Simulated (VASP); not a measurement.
Wanted: the native input for a VASP 6.6.1 run.

- Task: single point
- Functional: BLYP
- Potentials or basis: VASP PAW PBE potentials, release 64 (Sn_d)
- Cutoff: 520 eV
- k mesh: 12 × 12 × 6
- Occupations: fermi-dirac, width 0.1 eV
- Spin: no spin polarisation
- Dipole correction: no
- Further INCAR settings: ALGO = Normal; EDIFF = 1e-06; NBANDS = 21

The structure of Sn lies in POSCAR:

```
Sn
1.0
    3.4933755466      0.0000000000      0.0000000000
   -1.7466877733      3.0253519683      0.0000000000
    0.0000000000      0.0000000000      5.8021862158
Sn
2
Direct
    0.3333333333      0.6666666667      0.2500000000
    0.6666666667      0.3333333333      0.7500000000
```

One way to write it, as run:

INCAR

```
PREC = Accurate
ENCUT = 520
EDIFF = 1E-6
ISMEAR = -1
SIGMA = 0.1
LREAL = F
LASPH = T
NELM = 100
ALGO = Normal
ISIF = 2
LWAVE = F
LCHARG = F
GGA = B5
ALDAX = 1.0
AGGAX = 1.0
AGGAC = 1.0
ALDAC = 0.0
NBANDS = 21
```

KPOINTS

```
Automatic mesh
0
Gamma
  12 12 6
```

Potentials or basis: VASP PAW PBE potentials, release 64 (Sn_d).

Run with:

```console
$ cat potpaw_PBE.64/Sn_d/POTCAR > POTCAR
$ mpirun -np 1 vasp_std > vasp.out
```

It gave:

The pressure is 0.0 GPa and the band gap on the k mesh is zero (band 14 reaches 12.32 eV, above the bottom of band 15 at 5.13 eV).

Caveat: the PAW data sets were made with another functional, which shifts forces and pressure a little; spin-orbit coupling is left out, which moves the levels of the heavy elements.

Wall time 2.9 min on 1 thread of AMD EPYC 7R13 Processor (Zen 3), with other jobs on the host, peak memory 0.19 GiB.
